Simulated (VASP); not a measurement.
The system is Ge.

```
Ge
1.0
     3.70358   -1.74654    0.00000
     3.70358    1.74654    0.00000
    -1.85213    0.00000    3.27348
Ge
2
Direct
  0.19619 0.19619 0.19672
  0.80381 0.80381 0.80328
```

```yaml
Program: VASP 6.6.1
Task: relaxation of cell and atoms
Functional: PBE
Potentials_or_basis: VASP PAW PBE potentials, release 64 (Ge_d)
Cutoff: 600 eV
k_mesh: 6 × 6 × 6
Occupations: gaussian, width 0.1 eV
Spin: no spin polarisation
```

At the start: pressure 0.2 GPa; volume 21.17 Å³/atom.

Task: Where does the relaxation end?

Result: Over 18 steps the energy falls by 3.6 meV/atom and the volume is 21.43 Å³/atom (+1.2 %); space group Immm (No. 71, to 0.1 Å) before and after.

The path:
```tsv
step	energy change (eV)	largest force (eV/Å)	pressure (GPa)	volume (Å³)
1	0.0000	0.1086	0.24	42.35
2	-0.0017	0.0219	-0.06	42.54
3	-0.0019	0.0048	-0.02	42.58
4	-0.0019	0.0331	-0.24	42.66
5	-0.0019	0.0130	0.11	42.62
6	-0.0032	0.0073	-0.39	42.78
7	-0.0038	0.0188	-0.41	42.86
8	-0.0046	0.0417	-0.67	43.03
9	-0.0055	0.0533	-0.17	42.94
10	-0.0063	0.0691	0.05	42.82
11	-0.0056	0.0945	0.51	42.59
12	-0.0064	0.0753	0.09	42.77
13	-0.0064	0.0827	0.30	42.71
14	-0.0064	0.0786	0.14	42.75
15	-0.0069	0.0470	0.16	42.75
16	-0.0069	0.0133	0.26	42.75
17	-0.0071	0.0253	0.24	42.75
18	-0.0073	0.0103	-0.16	42.86
```

Final structure:
```
Ge
1.0
     3.82168   -1.70828   -0.01075
     3.82168    1.70828   -0.01075
    -1.92106    0.00000    3.28793
Ge
2
Direct
  0.19220 0.19220 0.19209
  0.80780 0.80780 0.80791
```
